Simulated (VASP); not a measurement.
Wanted: the native input for a VASP 6.6.1 run.

```
Task                   : relaxation of cell and atoms
Functional             : PBE
Potentials or basis    : VASP PAW PBE potentials, release 64 (Al)
Cutoff                 : 600 eV
k mesh                 : 8 × 14 × 4
Occupations            : gaussian, width 0.1 eV
Spin                   : no spin polarisation
Dipole correction      : no
Further INCAR settings : ALGO = Fast; EDIFF = 1e-06; IBRION = 2; EDIFFG = -0.01; NSW = 100; ISIF = 3
```

The structure of Al lies in POSCAR:

```
Al
1.0
    5.4200177391      0.0000000000      0.0000000000
    0.0000000000      2.8145407235      0.0000000000
    0.0000000000      0.0000000000      9.0829410125
Al
8
Direct
    0.9999987808      0.2500000000      0.7500033495
    0.4999987808      0.2500000000      0.7499966505
    0.0000012192      0.7500000000      0.2499966505
    0.5000012192      0.7500000000      0.2500033495
    0.2500069649      0.2500000000      0.0200584836
    0.7500069649      0.2500000000      0.4799415164
    0.7499930351      0.7500000000      0.9799415164
    0.2499930351      0.7500000000      0.5200584836
```

The input as run:

INCAR

```
ALGO = Fast
EDIFF = 1E-6
EDIFFG = -0.01
ENCUT = 600
GGA = PE
IBRION = 2
ISIF = 3
ISMEAR = 0
LASPH = True
LCHARG = False
LREAL = False
LWAVE = False
NELM = 60
NSW = 100
PREC = Accurate
SIGMA = 0.1
```

KPOINTS

```
k-points
0
Gamma
  8 14 4
```

Potentials or basis: VASP PAW PBE potentials, release 64 (Al).

Launch:

```sh
$ cat potpaw_PBE.64/Al/POTCAR > POTCAR
$ mpirun -np 1 vasp_std > vasp.out
```

Results of the run:

```
Relaxed volume                        : 17.33 Å³/atom
Relaxed cell                          : a = 5.481 Å, b = 2.824 Å, c = 8.956 Å, α = 90.00°, β = 90.00°, γ = 90.00°
Space group after relaxing (to 0.1 Å) : Cmcm (No. 63)
Energy gained by relaxing             : 1.5 meV/atom
Ionic steps                           : 6
Pressure after relaxing               : 0.0 GPa
Band gap on the k mesh                : zero (bands 12 and 13 overlap by 2.24 eV)
```

It took 22 min on 1 thread of Intel Xeon 8259CL, on a shared host, peak memory 0.46 GiB.
